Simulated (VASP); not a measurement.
A run of VASP 6.6.1 is set up as follows.

Contents of INCAR:

```
SYSTEM = Cs
PREC     = Accurate       ! precision mode
ENCUT    = 520            ! plane-wave cutoff, eV
EDIFF    = 1E-7           ! SCF threshold, eV
ISMEAR   = -1             ! smearing method
SIGMA    = 0.03           ! smearing width, eV
LREAL    = .False.        ! projectors in reciprocal space
LASPH    = .True.         ! aspherical terms in the spheres
NELM     = 60             ! most SCF steps
ALGO     = Normal         ! electronic algorithm
ISIF     = 2              ! what is computed and relaxed
LWAVE    = .False.        ! write WAVECAR
LCHARG   = .False.        ! write CHGCAR
GGA      = PE             ! functional
NBANDS   = 10             ! bands
```

The input KPOINTS:

```
Automatic mesh
0
Gamma
  9 9 9
  0 0 0
```

The input POSCAR:

```
Cs
1.0
   -3.1284650614      3.1284650614      3.1284650614
    3.1284650614     -3.1284650614      3.1284650614
    3.1284650614      3.1284650614     -3.1284650614
Cs
1
Direct
    0.0000000000      0.0000000000      0.0000000000
```

Potentials or basis: VASP PAW PBE potentials, release 64 (Cs_sv).

Launch:

```sh
$ cat potpaw_PBE.64/Cs_sv/POTCAR > POTCAR
$ mpirun -np 1 vasp_std > vasp.out
```

Question: What does it give for the band gap on the k mesh?

Answer: Zero (an odd number of electrons rules out a gap without spin polarisation).

Question: Estimate the pressure.

Answer: -0.1 GPa.

Caveat: spin-orbit coupling is left out, which moves the levels of the heavy elements.
